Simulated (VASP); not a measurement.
# Ge (R-3m) in VASP: notebook, part 2 of 2

VASP 6.6.1.

## 3. Single point, r2SCAN, non-collinear spin, zero start, spin-orbit coupling (epitaxial 111 strain -3.0%)

Contents of POSCAR:

```
Ge
1.0
    0.0766219575      2.8283892642      2.8283892642
    2.8283892642      0.0766219575      2.8283892642
    2.8283892642      2.8283892642      0.0766219575
Ge
2
Direct
    0.0017094592      0.0017094592      0.0017094592
    0.2482905408      0.2482905408      0.2482905408
```

Contents of INCAR.step1:

```
ALGO = Normal
EDIFF = 1E-4
ENCUT = 520
GGA = PE
GGA_COMPAT = F
ISMEAR = -1
LASPH = T
LCHARG = F
LREAL = F
LSORBIT = T
LWAVE = T
MAGMOM = 0 0 0 0 0 0
NBANDS = 40
NELM = 150
PREC = Accurate
SIGMA = 0.02
```

Contents of INCAR.step2:

```
ALGO = Normal
EDIFF = 1E-6
ENCUT = 520
GGA_COMPAT = F
ISIF = 2
ISMEAR = -1
ISTART = 1
LASPH = T
LCHARG = F
LMIXTAU = T
LORBIT = 11
LORBMOM = T
LREAL = F
LSORBIT = T
LWAVE = F
MAGMOM = 0 0 0 0 0 0
METAGGA = R2SCAN
NBANDS = 40
NELM = 150
PREC = Accurate
SIGMA = 0.02
```

Contents of KPOINTS:

```
k-points
0
Gamma
  8 8 8
```

Potentials or basis: VASP PAW PBE potentials, release 64 (Ge_d).

On the command line:

```bash
$ cat potpaw_PBE.64/Ge_d/POTCAR > POTCAR
$ cp INCAR.step1 INCAR
$ mpirun -np 1 vasp_ncl > vasp.out
$ cp INCAR.step2 INCAR
$ mpirun -np 1 vasp_ncl > vasp.out
```

OUTCAR:

```text
EDIFF = 1E-6
   ENCUT = 520
   ISIF = 2
   ISMEAR = -1
   ISTART = 1
   LASPH = T
   LORBIT = 11
   LREAL = F
   LSORBIT = T
   METAGGA = R2SCAN
   NELM = 150
   PREC = Accurate

 ion  position               nearest neighbor table
   1  0.002  0.002  0.002-   2 2.41   2 2.41   2 2.41   2 2.45
   2  0.248  0.248  0.248-   1 2.41   1 2.41   1 2.41   1 2.45

  LATTYP: Found a trigonal (rhomboedric) cell.
 ALAT       =     4.0006802652
 COS(alpha) =     0.5268969745

  Lattice vectors:

 A1 = (   0.0766219575,   2.8283892642,   2.8283892642)
 A2 = (   2.8283892642,   0.0766219575,   2.8283892642)
[... 1328 lines left out ...]
    -0.0007411    -0.0001853     0.0000000    -0.0001853     0.0000000
 l=   3
     0.0000000     0.0000000     0.0000000     0.0000000     0.0000000     0.0000000     0.0000000
     0.0000000     0.0000000     0.0000000     0.0000000     0.0000000     0.0000000     0.0000000
     0.0000000     0.0000000     0.0000000     0.0000000     0.0000000     0.0000000     0.0000000
     0.0000000     0.0000000     0.0000000     0.0000000     0.0000000     0.0000000     0.0000000
     0.0000000     0.0000000     0.0000000     0.0000000     0.0000000     0.0000000     0.0000000
     0.0000000     0.0000000     0.0000000     0.0000000     0.0000000     0.0000000     0.0000000
     0.0000000     0.0000000     0.0000000     0.0000000     0.0000000     0.0000000     0.0000000

 total charge

# of ion       s       p       d       tot
------------------------------------------
    1        1.100   1.338  10.030  12.469
    2        1.100   1.338  10.030  12.469
--------------------------------------------------
tot          2.200   2.677  20.060  24.937

 magnetization (x)

# of ion       s       p       d       tot
------------------------------------------
    1        0.000   0.000  -0.000   0.000
    2        0.000   0.000  -0.000   0.000
--------------------------------------------------
tot          0.000   0.000  -0.000   0.000

 magnetization (y)

# of ion       s       p       d       tot
------------------------------------------
    1       -0.000  -0.000  -0.000  -0.000
    2       -0.000   0.000   0.000  -0.000
--------------------------------------------------
tot         -0.000  -0.000  -0.000  -0.000

 magnetization (z)

# of ion       s       p       d       tot
------------------------------------------
    1        0.000   0.000   0.000   0.000
    2       -0.000   0.000   0.000   0.000
--------------------------------------------------
tot         -0.000   0.000   0.000   0.000
```

OUTCAR.step1:

```text
EDIFF = 1E-4
   ENCUT = 520
   GGA = PE
   ISMEAR = -1
   LASPH = T
   LREAL = F
   LSORBIT = T
   NELM = 150
[... 1318 lines left out ...]
     0.0000000     0.0000000     0.0000000     0.0000000     0.0000000     0.0000000     0.0000000
     0.0000000     0.0000000     0.0000000     0.0000000     0.0000000     0.0000000     0.0000000
     0.0000000     0.0000000     0.0000000     0.0000000     0.0000000     0.0000000     0.0000000
     0.0000000     0.0000000     0.0000000     0.0000000     0.0000000     0.0000000     0.0000000
     0.0000000     0.0000000     0.0000000     0.0000000     0.0000000     0.0000000     0.0000000
     0.0000000     0.0000000     0.0000000     0.0000000     0.0000000     0.0000000     0.0000000

=======================================================================

 ========================================================
```

It took 11 min on 1 thread of Intel Xeon 6975P-C (Granite Rapids), shared host; peak memory 0.4 GiB.

What came out:

```yaml
Free_energy: -27.7019 eV
Pressure: 4.1 GPa
Largest_force: 0.009 eV/Å
Net_moment: 0.00 μB per cell
Valence_electrons_inside_the_program's_atomic_spheres: Ge 12.47
```

Forces on the atoms (eV/Å):
```
Ge   0.005  0.005  0.005
Ge  -0.005 -0.005 -0.005
```

Moments on the atoms (μB; x, y, z):
```
Ge  0.00 0.00 0.00
Ge  0.00 0.00 0.00
```

Caveat: the cell differs from its parent crystal (epitaxial 111 strain -3.0%); the cell stands under pressure; the PAW data sets were made with another functional, which shifts forces and pressure a little.

## 4. Single point, r2SCAN, non-collinear spin, zero start, spin-orbit coupling (epitaxial 111 strain -2.0%)

Contents of POSCAR:

```
Ge
1.0
    0.0508563424      2.8309923842      2.8309923842
    2.8309923842      0.0508563424      2.8309923842
    2.8309923842      2.8309923842      0.0508563424
Ge
2
Direct
    0.0011273318      0.0011273318      0.0011273318
    0.2488726682      0.2488726682      0.2488726682
```

Contents of INCAR.step1:

```
SYSTEM = Ge
  PREC = Accurate
  ENCUT = 520
  ISMEAR = -1
  SIGMA = 0.02
  LREAL = .False.
  LASPH = .True.
  NELM = 150
  LNONCOLLINEAR = .True.
  MAGMOM = 0 0 0 0 0 0
  LSORBIT = .True.
  GGA_COMPAT = .False.
  NBANDS = 40
  GGA = PE
  ALGO = Normal
  EDIFF = 1E-4
  LWAVE = .True.
  LCHARG = .False.
```

Contents of INCAR.step2:

```
SYSTEM = Ge
  PREC = Accurate
  ENCUT = 520
  EDIFF = 1E-6
  ISMEAR = -1
  SIGMA = 0.02
  LREAL = .False.
  LASPH = .True.
  NELM = 150
  ALGO = Normal
  ISIF = 2
  LWAVE = .False.
  LCHARG = .True.
  LNONCOLLINEAR = .True.
  MAGMOM = 0 0 0 0 0 0
  LORBIT = 11
  LSORBIT = .True.
  GGA_COMPAT = .False.
  LORBMOM = .True.
  METAGGA = R2SCAN
  LMIXTAU = .True.
  LVHAR = .True.
  NBANDS = 40
  ISTART = 1
```

Contents of KPOINTS:

```
Automatic mesh
0
Gamma
  8 8 8
  0 0 0
```

On the command line:

```bash
$ cat potpaw_PBE.64/Ge_d/POTCAR > POTCAR
$ cp INCAR.step1 INCAR
$ mpirun -np 1 vasp_ncl > vasp.out
$ cp INCAR.step2 INCAR
$ mpirun -np 1 vasp_ncl > vasp.out
```

Wall time 13 min (1 thread of Intel Xeon 6975P-C (Granite Rapids), shared host); peak memory 0.41 GiB.

The run converged. Its results:

| Item | Value |
| --- | --- |
| Free energy | -27.7306 eV |
| Pressure | 2.7 GPa |
| Largest force | 0.004 eV/Å |
| Net moment | 0.00 μB per cell |
| Valence electrons inside the program's atomic spheres | Ge 12.45 |

Forces in eV/Å, atoms in the order of the input:
```
Ge   0.002  0.002  0.002
Ge  -0.002 -0.002 -0.002
```

Stress tensor (GPa, compression positive):
```
 2.67 -1.30 -1.30
-1.30  2.67 -1.30
-1.30 -1.30  2.67
```

Moments on the atoms (μB; x, y, z):
```
Ge  0.00 0.00 0.00
Ge  0.00 0.00 0.00
```

Caveat: the cell differs from its parent crystal (epitaxial 111 strain -2.0%); the PAW data sets were made with another functional, which shifts forces and pressure a little.

## 5. Summary

```tsv
cell	pressure (GPa)	moment (μB)
a = 4.027 Å, angles 61.7°, 2 atoms, atomic positions A	-3.0	0.00
a = 4.001 Å, angles 58.2°, 2 atoms, atomic positions B	4.1	0.00
a = 4.004 Å, angles 58.8°, 2 atoms, atomic positions B	2.7	0.00
```

Alike in all rows: task single point; level r2SCAN; potentials or basis VASP PAW PBE potentials, release 64 (Ge_d); spin non-collinear, zero start, SOC; k mesh 8 × 8 × 8; cutoff (eV) 520; smearing fermi-dirac 0.02 eV.

Caveats: the PAW data sets were made with another functional, which shifts forces and pressure a little; the cell stands under pressure (at least some runs).

Absolute energies hang on the potentials; compare differences alone.
